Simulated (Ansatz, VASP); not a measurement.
# One calculation of ScAl4As, two programs

```
Sc Al As
1.0
     0.00000    3.78623    3.78623
     3.78623    0.00000    3.78623
     3.78623    3.78623    0.00000
Sc Al As
1 4 1
Direct
  0.25000 0.25000 0.25000
  0.62438 0.12685 0.62438
  0.62438 0.62438 0.12685
  0.62438 0.62438 0.62438
  0.12685 0.62438 0.62438
  0.00000 0.00000 0.00000
```

Change from the starting cell: species swapped into the YMnNi4 type (F-43m, No. 216).

Alike in both runs: functional PBE; k mesh 8 × 8 × 8; occupations gaussian, width 0.1 eV; collinear spin.

Ansatz relaxed the structure, and its values are those at the end. VASP's run is a single point on that final structure, the one shown.

|  | VASP | Ansatz |
| --- | --- | --- |
| version | VASP 6.6.1 | Ansatz 0.2.0 |
| potentials or method | VASP PAW PBE potentials, release 64 (Sc_sv, Al, As), cutoff 520 eV | scalar-relativistic, plane waves, PAW |
| valence electrons in the cell | 28 | 38 |

```csv
,VASP,Ansatz,Ansatz less VASP
gap on the k mesh at the Fermi level (eV),none,none,-
pressure (GPa),0.0,0.0,-0.01
net moment per atom (μB),0.00,0.00,-0.001
```

A gap of «none» marks a metal or a gap that the smearing closes. With one functional, cell and mesh, what is left measures potentials, basis and numerics. VASP's potentials hold 28 valence electrons a cell and Ansatz's 38, so a difference there can come from the potentials and not from the codes. Ansatz's warnings: seeded moment not kept.
